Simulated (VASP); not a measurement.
# GaAs (F-43m) in VASP: notebook

GaAs is run at these levels: PBEsol, r2SCAN+rVV10; tasks: single point, relaxation of cell and atoms.

All numbers are computed with VASP 6.6.1; they aren't measurements. Logs are shortened: lines on timing, memory, paths and dates and some standing lists are left out, and cuts for length are marked.

### Step 1. The cell of the first run

It takes space group F-43m (No. 216, cubic). The conventional cell has a = 5.658 Å, b = 5.658 Å, c = 5.658 Å, α = 90.00°, β = 90.00°, γ = 90.00°. Ga (site symmetry -43m) has 4 As at 2.45 Å within 3.2 Å. As (site symmetry -43m) has 4 Ga at 2.45 Å within 3.2 Å.

### Step 2. Single point, PBEsol

Contents of INCAR:

```
SYSTEM = GaAs
PREC     = Accurate       ! precision mode
ENCUT    = 520            ! plane-wave cutoff, eV
EDIFF    = 1E-6           ! SCF threshold, eV
ISMEAR   = -1             ! smearing method
SIGMA    = 0.03           ! smearing width, eV
LREAL    = .False.        ! projectors in reciprocal space
LASPH    = .True.         ! aspherical terms in the spheres
NELM     = 100            ! most SCF steps
ALGO     = Normal         ! electronic algorithm
ISIF     = 2              ! what is computed and relaxed
LWAVE    = .False.        ! write WAVECAR
LCHARG   = .True.         ! write CHGCAR
GGA      = PS             ! functional
LELF     = .True.         ! ELF
LVHAR    = .True.       
NBANDS   = 16             ! bands
```

Contents of KPOINTS:

```
Automatic mesh
0
Gamma
  6 6 6
  0 0 0
```

Contents of POSCAR:

```
GaAs
1.0
    0.0000000000      2.8289819029      2.8289819029
    2.8289819029      0.0000000000      2.8289819029
    2.8289819029      2.8289819029      0.0000000000
Ga As
1 1
Direct
    0.0000000000      0.0000000000      0.0000000000
    0.2500000000      0.2500000000      0.2500000000
```

Potentials or basis: VASP PAW PBE potentials, release 64 (Ga_d, As).

Command:

```bash
$ cat potpaw_PBE.64/Ga_d/POTCAR potpaw_PBE.64/As/POTCAR > POTCAR
$ mpirun -np 1 vasp_std > vasp.out
```

OUTCAR:

```text
SYSTEM = GaAs
   PREC = Accurate
   ENCUT = 520
   EDIFF = 1E-6
   ISMEAR = -1
   LREAL = .False.
   LASPH = .True.
   NELM = 100
   ISIF = 2
   GGA = PS

 ion  position               nearest neighbor table
   1  0.000  0.000  0.000-   2 2.45   2 2.45   2 2.45   2 2.45
   2  0.250  0.250  0.250-   1 2.45   1 2.45   1 2.45   1 2.45

  LATTYP: Found a face centered cubic cell.
 ALAT       =     5.6579638058

  Lattice vectors:

 A1 = (   0.0000000000,   2.8289819029,   2.8289819029)
 A2 = (   2.8289819029,   0.0000000000,   2.8289819029)
 A3 = (   2.8289819029,   2.8289819029,   0.0000000000)

Analysis of symmetry for initial positions (statically):
=====================================================================
 Subroutine PRICEL returns:
 Original cell was already a primitive cell.

 Routine SETGRP: Setting up the symmetry group for a
 face centered cubic supercell.

 Subroutine GETGRP returns: Found 24 space group operations
 (whereof 24 operations were pure point group operations)
 out of a pool of 48 trial point group operations.

The static configuration has the point symmetry T_d .

Analysis of symmetry for dynamics (positions and initial velocities):
=====================================================================
 Subroutine PRICEL returns:
 Original cell was already a primitive cell.

 Routine SETGRP: Setting up the symmetry group for a
 face centered cubic supercell.

 Subroutine GETGRP returns: Found 24 space group operations
 (whereof 24 operations were pure point group operations)
 out of a pool of 48 trial point group operations.

The dynamic configuration has the point symmetry T_d .

 Subroutine INISYM returns: Found 24 space group operations
 (whereof 24 operations are pure point group operations),
 and found     1 'primitive' translations

----------------------------------------------------------------------------------------

                                     Primitive cell

  volume of cell :      45.2815

  direct lattice vectors                    reciprocal lattice vectors
     0.000000000  2.828981903  2.828981903    -0.176742028  0.176742028  0.176742028
     2.828981903  0.000000000  2.828981903     0.176742028 -0.176742028  0.176742028
     2.828981903  2.828981903  0.000000000     0.176742028  0.176742028 -0.176742028

  length of vectors
     4.000784575  4.000784575  4.000784575     0.306126173  0.306126173  0.306126173

  position of ions in fractional coordinates (direct lattice)
     0.000000000  0.000000000  0.000000000
     0.250000000  0.250000000  0.250000000

  ion indices of the primitive-cell ions
   primitive index   ion index
                 1           1
                 2           2

----------------------------------------------------------------------------------------

 KPOINTS: Automatic mesh

Automatic generation of k-mesh.
 Grid dimensions read from file:
 generate k-points for:    6    6    6

 Generating k-lattice:

  Cartesian coordinates                     Fractional coordinates (reciprocal lattice)
    -0.029457005  0.029457005  0.029457005     0.166666667  0.000000000  0.000000000
     0.029457005 -0.029457005  0.029457005     0.000000000  0.166666667  0.000000000
     0.029457005  0.029457005 -0.029457005     0.000000000  0.000000000  0.166666667

  Length of vectors
     0.051021029  0.051021029  0.051021029

  Shift w.r.t. Gamma in fractional coordinates (k-lattice)
     0.000000000  0.000000000  0.000000000

 Subroutine IBZKPT returns following result:
 ===========================================

 Found     16 irreducible k-points:

 Following reciprocal coordinates:
            Coordinates               Weight
  0.000000  0.000000  0.000000      1.000000
  0.166667  0.000000  0.000000      8.000000
  0.333333  0.000000  0.000000      8.000000
  0.500000  0.000000  0.000000      4.000000
  0.166667  0.166667  0.000000      6.000000
  0.333333  0.166667  0.000000     24.000000
[... 8 lines left out ...]
 -0.333333  0.333333  0.166667     24.000000
 -0.333333  0.500000  0.166667     12.000000
   k-points           NKPTS =     16   k-points in BZ     NKDIM =     16   number of bands    NBANDS=     16
   number of dos      NEDOS =    301   number of ions     NIONS =      2
   total plane-waves  NPLWV =  27000
   dimension x,y,z NGX =    30 NGY =   30 NGZ =   30
   dimension x,y,z NGXF=    60 NGYF=   60 NGZF=   60
   ions per type =               1   1
   NGX,Y,Z   is equivalent  to a cutoff of  12.47, 12.47, 12.47 a.u.
   NGXF,Y,Z  is equivalent  to a cutoff of  24.93, 24.93, 24.93 a.u.
 SYSTEM =  GaAs
   PREC   = accura    normal or accurate (medium, high low for compatibility)
   ISTART =      0    job   : 0-new  1-cont  2-samecut
   ICHARG =      2    charge: 1-file 2-atom 10-const
   ISPIN  =      1    spin polarized calculation?
   LNONCOLLINEAR =      F non collinear calculations
   LSORBIT =      F    spin-orbit coupling
   LASPH  =      T    aspherical Exc in radial PAW
[... 122 lines left out ...]
      4     -10.9195      2.00000
      5     -10.9056      2.00000
      6      -7.8432      2.00000
[... 8 lines left out ...]
     15      14.4108      0.00000
     16      14.6638      0.00000

 k-point     7 :       0.5000    0.1667    0.0000
  band No.  band energies     occupation
      1     -11.0750      2.00000
      2     -10.9671      2.00000
      3     -10.9629      2.00000
      4     -10.9151      2.00000
      5     -10.9061      2.00000
      6      -7.0407      2.00000
[... 8 lines left out ...]
     15      15.2194      0.00000
     16      15.6164      0.00000

 k-point     8 :      -0.3333    0.1667    0.0000
  band No.  band energies     occupation
      1     -11.0683      2.00000
      2     -10.9684      2.00000
      3     -10.9668      2.00000
      4     -10.9117      2.00000
      5     -10.9101      2.00000
      6      -7.2683      2.00000
[... 8 lines left out ...]
     15      13.6729      0.00000
     16      15.4313      0.00000

 k-point     9 :      -0.1667    0.1667    0.0000
  band No.  band energies     occupation
      1     -11.0403      2.00000
      2     -10.9776      2.00000
      3     -10.9744      2.00000
      4     -10.9143      2.00000
      5     -10.9093      2.00000
      6      -8.1246      2.00000
[... 8 lines left out ...]
     15      13.5554      0.00000
     16      14.2798      0.00000

 k-point    10 :       0.3333    0.3333    0.0000
  band No.  band energies     occupation
      1     -11.0797      2.00000
      2     -10.9540      2.00000
      3     -10.9540      2.00000
      4     -10.9299      2.00000
      5     -10.9017      2.00000
      6      -7.3810      2.00000
[... 8 lines left out ...]
     15      15.6547      0.00000
     16      16.7052      0.00000

 k-point    11 :       0.5000    0.3333    0.0000
  band No.  band energies     occupation
      1     -11.0916      2.00000
      2     -10.9520      2.00000
      3     -10.9478      2.00000
      4     -10.9293      2.00000
      5     -10.9018      2.00000
      6      -6.6860      2.00000
[... 8 lines left out ...]
     15      16.0130      0.00000
     16      16.5753      0.00000

 k-point    12 :      -0.3333    0.3333    0.0000
  band No.  band energies     occupation
      1     -11.0843      2.00000
      2     -10.9604      2.00000
      3     -10.9531      2.00000
      4     -10.9197      2.00000
      5     -10.9081      2.00000
      6      -6.6205      2.00000
[... 8 lines left out ...]
     15      13.3819      0.00000
     16      17.9135      0.00000

 k-point    13 :       0.5000    0.5000    0.0000
  band No.  band energies     occupation
      1     -11.1023      2.00000
      2     -10.9413      2.00000
      3     -10.9413      2.00000
      4     -10.9372      2.00000
      5     -10.8985      2.00000
      6      -6.4295      2.00000
[... 8 lines left out ...]
     15      16.9934      0.00000
     16      17.0749      0.00000

 k-point    14 :       0.5000    0.3333    0.1667
  band No.  band energies     occupation
      1     -11.0765      2.00000
      2     -10.9634      2.00000
      3     -10.9565      2.00000
      4     -10.9218      2.00000
      5     -10.9053      2.00000
      6      -7.1277      2.00000
[... 8 lines left out ...]
     15      14.8170      0.00000
     16      16.8026      0.00000

 k-point    15 :      -0.3333    0.3333    0.1667
  band No.  band energies     occupation
      1     -11.0840      2.00000
      2     -10.9628      2.00000
      3     -10.9515      2.00000
      4     -10.9194      2.00000
      5     -10.9077      2.00000
      6      -6.6194      2.00000
[... 8 lines left out ...]
     15      15.8612      0.00000
     16      16.4590      0.00000

 k-point    16 :      -0.3333    0.5000    0.1667
  band No.  band energies     occupation
      1     -11.0929      2.00000
      2     -10.9547      2.00000
      3     -10.9454      2.00000
      4     -10.9264      2.00000
      5     -10.9042      2.00000
      6      -6.3853      2.00000
[... 8 lines left out ...]
     15      15.9474      0.00000
     16      17.0189      0.00000

------------------------ aborting loop because EDIFF is reached ----------------------------------------

  FORCE on cell =-STRESS in cart. coord.  units (eV):
  Direction    XX          YY          ZZ          XY          YZ          ZX
  --------------------------------------------------------------------------------------
  -------------------------------------------------------------------------------------
  Total        0.0484793      0.0484793      0.0484793      0.0000000      0.0000000     -0.0000000
  in kB        1.7153257      1.7153257      1.7153257      0.0000000      0.0000000     -0.0000000
  external PRESSURE =       1.7153257 kB  Pullay stress =       0.0000000 kB

 VOLUME and BASIS-vectors are now :
 -----------------------------------------------------------------------------
  energy-cutoff  :      520.00
  volume of cell :       45.28
      direct lattice vectors                 reciprocal lattice vectors
     0.000000000  2.828981903  2.828981903    -0.176742028  0.176742028  0.176742028
     2.828981903  0.000000000  2.828981903     0.176742028 -0.176742028  0.176742028
     2.828981903  2.828981903  0.000000000     0.176742028  0.176742028 -0.176742028

 POSITION                                       TOTAL-FORCE (eV/Angst)
 -----------------------------------------------------------------------------------
      0.00000      0.00000      0.00000        -0.000000      0.000000      0.000000
      1.41449      1.41449      1.41449         0.000000     -0.000000     -0.000000
 -----------------------------------------------------------------------------------
    total drift:                                0.000000      0.000000      0.000000

  FREE ENERGIE OF THE ION-ELECTRON SYSTEM (eV)
  ---------------------------------------------------
  free  energy   TOTEN  =        -9.0661007657 eV

  energy  without entropy=       -9.0660951911  energy(sigma->0) =       -9.06609798
```

Run time: 12 s. Hardware: 1 thread of AMD EPYC 7R43 (Zen 3), shared host; peak memory 0.13 GiB.

What came out:

| Item | Value |
| --- | --- |
| Free energy | -9.0661 eV |
| Pressure | 0.2 GPa |
| Band gap on the k mesh | 0.44 eV, direct |

Caveat: the PAW data sets were made with another functional, which shifts forces and pressure a little. A k mesh can miss the band edges.

### Step 3. Relaxation of cell and atoms, PBEsol

This run uses another cell than the first one, of 20.67 Å³/atom, 0.913 times its volume.

Contents of INCAR:

```
ALGO = Normal
EDIFF = 1E-7
EDIFFG = -0.01
ENCUT = 600
GGA = PS
IBRION = 2
ISIF = 3
ISMEAR = -1
LASPH = True
LCHARG = False
LREAL = False
LWAVE = False
NELM = 60
NSW = 100
PREC = Accurate
SIGMA = 0.03
```

Contents of KPOINTS:

```
k-points
0
Gamma
  6 6 6
```

Contents of POSCAR:

```
GaAs
1.0
    0.0000000000      2.7443767696      2.7443767696
    2.7443767696      0.0000000000      2.7443767696
    2.7443767696      2.7443767696      0.0000000000
Ga As
1 1
Direct
    0.0000000000      0.0000000000      0.0000000000
    0.2500000000      0.2500000000      0.2500000000
```

Potentials or basis: VASP PAW PBE potentials, release 64 (Ga_d, As).

Command:

```bash
$ cat potpaw_PBE.64/Ga_d/POTCAR potpaw_PBE.64/As/POTCAR > POTCAR
$ mpirun -np 1 vasp_std > vasp.out
```

Run time: 29 s. Hardware: 1 thread of AMD EPYC 7R43 (Zen 3), shared host; peak memory 0.15 GiB.

It converged, with:

* Free energy: -9.0656 eV
* Relaxed volume: 22.69 Å³/atom
* Relaxed cell: a = 4.004 Å, b = 4.004 Å, c = 4.004 Å, α = 60.00°, β = 60.00°, γ = 60.00°
* Space group after relaxing (to 0.05 Å): F-43m (No. 216)
* Energy gained by relaxing: 46.7 meV/atom
* Ionic steps: 3
* Pressure after relaxing: 0.0 GPa
* Band gap on the k mesh: 0.42 eV, direct

Step by step:
```tsv
step	energy change (eV)	largest force (eV/Å)	pressure (GPa)	volume (Å³)
1	0.0000	0.0000	8.07	41.34
2	-0.0668	0.0000	-3.12	47.89
3	-0.0935	0.0000	-0.01	45.39
```

Final structure:
```
Ga As
1.0
     0.00000    2.83119    2.83119
     2.83119    0.00000    2.83119
     2.83119    2.83119    0.00000
Ga As
1 1
Direct
  0.00000 0.00000 0.00000
  0.25000 0.25000 0.25000
```

Levels at points of the mesh, in eV from the valence-band top:
```
           k point  band 7  band 8  band 9  band 10  band 11  band 12
(0.00, 0.00, 0.00)    0.00    0.00    0.00     0.42     3.68     3.68
(0.50, 0.00, 0.00)   -6.66   -1.14   -1.14     0.91     4.58     4.58
(0.50, 0.50, 0.00)   -6.83   -2.68   -2.68     1.35     1.57    10.09
```

Caveat: the PAW data sets were made with another functional, which shifts forces and pressure a little. PBEsol gaps usually lie below the measured ones, often by a third to a half.

### Step 4. Single point, r2SCAN+rVV10

This run uses another cell than the first one, of 22.50 Å³/atom, 0.994 times its volume.

Contents of POSCAR:

```
GaAs
1.0
    0.0000000000      2.8230070279      2.8230070279
    2.8230070279      0.0000000000      2.8230070279
    2.8230070279      2.8230070279      0.0000000000
Ga As
1 1
Direct
    0.0000000000      0.0000000000      0.0000000000
    0.2500000000      0.2500000000      0.2500000000
```

Contents of INCAR.step1:

```
ALGO = Normal
EDIFF = 1E-4
ENCUT = 520
GGA = PE
ISMEAR = -1
LASPH = T
LCHARG = F
LREAL = F
LWAVE = T
NBANDS = 16
NELM = 80
PREC = Accurate
SIGMA = 0.03
```

Contents of INCAR.step2:

```
ALGO = Normal
BPARAM = 11.95
CPARAM = 0.0093
EDIFF = 1E-6
ENCUT = 520
ISIF = 2
ISMEAR = -1
ISTART = 1
IVDW_NL = 2
LASPH = T
LCHARG = F
LMIXTAU = T
LREAL = F
LUSE_VDW = T
LWAVE = F
METAGGA = R2SCAN
NBANDS = 16
NELM = 80
PREC = Accurate
SIGMA = 0.03
```

Contents of KPOINTS:

```
k-points
0
Gamma
  8 8 8
```

Command:

```bash
$ cat potpaw_PBE.64/Ga_d/POTCAR potpaw_PBE.64/As/POTCAR > POTCAR
$ cp INCAR.step1 INCAR
$ mpirun -np 1 vasp_std > vasp.out
$ cp INCAR.step2 INCAR
$ mpirun -np 1 vasp_std > vasp.out
```

Wall time 2 min (1 thread of AMD EPYC 7R43 (Zen 3), shared host); peak memory 0.25 GiB.

The run converged. Its results:

```yaml
Free_energy: -26.5014 eV
Pressure: 0.2 GPa
Band_gap_on_the_k_mesh: 1.02 eV, direct
```

Levels at points of the mesh, in eV from the valence-band top:
```csv
k point,band 6,band 7,band 8,band 9,band 10,band 11,band 12,band 13
"(0.00, 0.00, 0.00)",-13.25,0.00,0.00,0.00,1.02,4.03,4.03,4.03
"(0.50, 0.00, 0.00)",-11.38,-6.86,-1.19,-1.19,1.35,4.96,4.96,8.20
"(0.50, 0.50, 0.00)",-10.59,-7.02,-2.80,-2.80,1.69,1.91,10.89,10.89
```

Caveat: the PAW data sets were made with another functional, which shifts forces and pressure a little. A k mesh can miss the band edges.

### Step 5. Relaxation of cell and atoms, r2SCAN+rVV10

Contents of POSCAR:

```
GaAs
1.0
    0.0000000000      2.8289819029      2.8289819029
    2.8289819029      0.0000000000      2.8289819029
    2.8289819029      2.8289819029      0.0000000000
Ga As
1 1
Direct
    0.0000000000      0.0000000000      0.0000000000
    0.2500000000      0.2500000000      0.2500000000
```

Contents of INCAR.step1:

```
SYSTEM = GaAs
  PREC = Accurate
  ENCUT = 600
  ISMEAR = -1
  SIGMA = 0.03
  LREAL = .FALSE.
  LASPH = .TRUE.
  NELM = 80
  GGA = PE
  ALGO = Normal
  EDIFF = 1E-4
  LWAVE = .TRUE.
  LCHARG = .FALSE.
```

Contents of INCAR.step2:

```
SYSTEM = GaAs
  PREC = Accurate
  ENCUT = 600
  EDIFF = 1E-6
  ISMEAR = -1
  SIGMA = 0.03
  LREAL = .FALSE.
  LASPH = .TRUE.
  NELM = 80
  ALGO = Normal
  ISIF = 3
  LWAVE = .FALSE.
  LCHARG = .FALSE.
  METAGGA = R2SCAN
  LMIXTAU = .TRUE.
  LUSE_VDW = .TRUE.
  IVDW_NL = 2
  BPARAM = 11.95
  CPARAM = 0.0093
  IBRION = 2
  NSW = 100
  EDIFFG = -0.01
  ISTART = 1
```

Contents of KPOINTS:

```
regular mesh
0
G
  8 8 8
  0 0 0
```

Command:

```bash
$ cat potpaw_PBE.64/Ga_d/POTCAR potpaw_PBE.64/As/POTCAR > POTCAR
$ cp INCAR.step1 INCAR
$ mpirun -np 1 vasp_std > vasp.out
$ cp INCAR.step2 INCAR
$ mpirun -np 1 vasp_std > vasp.out
```

It took 2.5 min on 1 thread of Intel Xeon 6975P-C (Granite Rapids), shared host; peak memory 0.32 GiB.

It converged, with:

| Quantity | Value |
| --- | --- |
| Free energy | -26.5023 eV |
| Relaxed volume | 22.54 Å³/atom |
| Relaxed cell | a = 3.995 Å, b = 3.995 Å, c = 3.995 Å, α = 60.00°, β = 60.00°, γ = 60.00° |
| Space group after relaxing (to 0.05 Å) | F-43m (No. 216) |
| Energy gained by relaxing | 0.1 meV/atom |
| Ionic steps | 3 |
| Pressure after relaxing | 0.0 GPa |
| Band gap on the k mesh | 1.00 eV, direct |

The path:
| step | energy change (eV) | largest force (eV/Å) | pressure (GPa) | volume (Å³) |
| --- | --- | --- | --- | --- |
| 1 | 0.0000 | 0.0000 | -0.31 | 45.28 |
| 2 | -0.0002 | 0.0000 | 0.15 | 44.99 |
| 3 | -0.0002 | 0.0000 | 0.00 | 45.08 |

Final structure:
```
Ga As
1.0
     0.00000    2.82469    2.82469
     2.82469    0.00000    2.82469
     2.82469    2.82469    0.00000
Ga As
1 1
Direct
  0.00000 0.00000 0.00000
  0.25000 0.25000 0.25000
```

Levels at points of the mesh, in eV from the valence-band top:
```tsv
k point	band 6	band 7	band 8	band 9	band 10	band 11	band 12	band 13
(0.00, 0.00, 0.00)	-13.24	0.00	0.00	0.00	1.00	4.03	4.03	4.03
(0.50, 0.00, 0.00)	-11.37	-6.85	-1.19	-1.19	1.34	4.96	4.96	8.20
(0.50, 0.50, 0.00)	-10.59	-7.01	-2.79	-2.79	1.69	1.91	10.87	10.87
```

Caveat: the PAW data sets were made with another functional, which shifts forces and pressure a little.

### Step 6. Overview

| task | level | cell | k mesh | cutoff (eV) | gap on the mesh (eV) | pressure (GPa) | relaxed volume (Å³/atom) |
| --- | --- | --- | --- | --- | --- | --- | --- |
| single point | PBEsol | a = 4.001 Å, angles 60.0°, 2 atoms | 6 × 6 × 6 | 520 | 0.44 | 0.2 | - |
| relaxation of cell and atoms | PBEsol | relaxed from a = 3.881 Å, angles 60.0°, 2 atoms | 6 × 6 × 6 | 600 | 0.42 | 0.0 | 22.69 |
| single point | r2SCAN+rVV10 | a = 3.992 Å, angles 60.0°, 2 atoms | 8 × 8 × 8 | 520 | 1.02 | 0.2 | - |
| relaxation of cell and atoms | r2SCAN+rVV10 | relaxed from a = 4.001 Å, angles 60.0°, 2 atoms | 8 × 8 × 8 | 600 | 1.00 | 0.0 | 22.54 |

Alike in all rows: potentials or basis VASP PAW PBE potentials, release 64 (Ga_d, As); no spin polarisation; smearing fermi-dirac 0.03 eV.

Caveats: the PAW data sets were made with another functional, which shifts forces and pressure a little.

Total energies depend on the potentials used, so only differences within one code and one set of settings carry meaning.
